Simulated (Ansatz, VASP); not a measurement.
## One calculation of ScSbSe3, two programs

The input INCAR:

```
ALGO     = Normal         # electronic algorithm
EDIFF    = 1E-7           # SCF threshold, eV
ENCUT    = 520            # plane-wave cutoff, eV
GGA      = PE             # functional
ISIF     = 2              # what is computed and relaxed
ISMEAR   = 0              # smearing method
ISPIN    = 2              # spin polarisation
LASPH    = True           # aspherical terms in the spheres
LCHARG   = False          # write CHGCAR
LMAXMIX  = 4              # l up to which the mixer works
LORBIT   = 11             # projections on sites
LREAL    = False          # projectors in reciprocal space
LWAVE    = False          # write WAVECAR
MAGMOM   = 1 0 0 0 0      # initial moments
NBANDS   = 29             # bands
NELM     = 150            # most SCF steps
PREC     = Accurate       # precision mode
SIGMA    = 0.1            # smearing width, eV
```

KPOINTS

```
k-points
0
Gamma
  4 4 4
```

POSCAR

```
ScSbSe3
1.0
    5.0631845400      0.0000000000      0.0000000000
    0.0000000000      5.0631845400      0.0000000000
    0.0000000000      0.0000000000      5.0631845400
Sc Sb Se
1 1 3
Direct
    0.5000000000      0.5000000000      0.5000000000
    0.0000000000      0.0000000000      0.0000000000
    0.0000000000      0.5000000000      0.5000000000
    0.5000000000      0.0000000000      0.5000000000
    0.5000000000      0.5000000000      0.0000000000
```

Input for Ansatz:

```yaml
crystal:
  lattice:
    - [5.06318454, 0.0, 0.0]
    - [0.0, 5.06318454, 0.0]
    - [0.0, 0.0, 5.06318454]
  atoms:
    - { symbol: Sc, position: [0.5, 0.5, 0.5], spin: 1.0 }
    - { symbol: Sb, position: [0.0, 0.0, 0.0] }
    - { symbol: Se, position: [0.0, 0.5, 0.5] }
    - { symbol: Se, position: [0.5, 0.0, 0.5] }
    - { symbol: Se, position: [0.5, 0.5, 0.0] }
basis:
  ecutwfc: 420
kpoints:
  mp_grid: { grid: [4, 4, 4] }
hamiltonian:
  xc: pbe
scf:
  occupations: { method: gaussian, width: 0.1 }
  lower_state_search: "off"
output:
  forces: true
  stress: true
  eigenvalues: true
  populations: true
magnetization:
  spin_polarized: true
```

Change from the starting cell: species swapped into the TmBRh3 type (Pm-3m, No. 221).

Alike in both runs: task single point; functional PBE; k mesh 4 × 4 × 4; occupations gaussian, width 0.1 eV; collinear spin.

|  | VASP | Ansatz |
| --- | --- | --- |
| version | VASP 6.6.1 | Ansatz 0.2.0 |
| potentials or method | VASP PAW PBE potentials, release 64 (Sc_sv, Sb, Se), cutoff 520 eV | scalar-relativistic, plane waves, PAW |
| valence electrons in the cell | 34 | 74 |

|  | VASP | Ansatz | Ansatz less VASP |
| --- | --- | --- | --- |
| gap on the k mesh at the Fermi level (eV) | none | none | - |
| pressure (GPa) | 2.2 | 2.1 | -0.14 |
| net moment per atom (μB) | 0.00 | 0.00 | 0.000 |

A gap of «none» marks a metal or a gap that the smearing closes. VASP's potentials hold 34 valence electrons a cell and Ansatz's 74, so a difference there can come from the potentials and not from the codes. Ansatz's warnings: seeded moment not kept.

Spin-orbit coupling is off throughout.
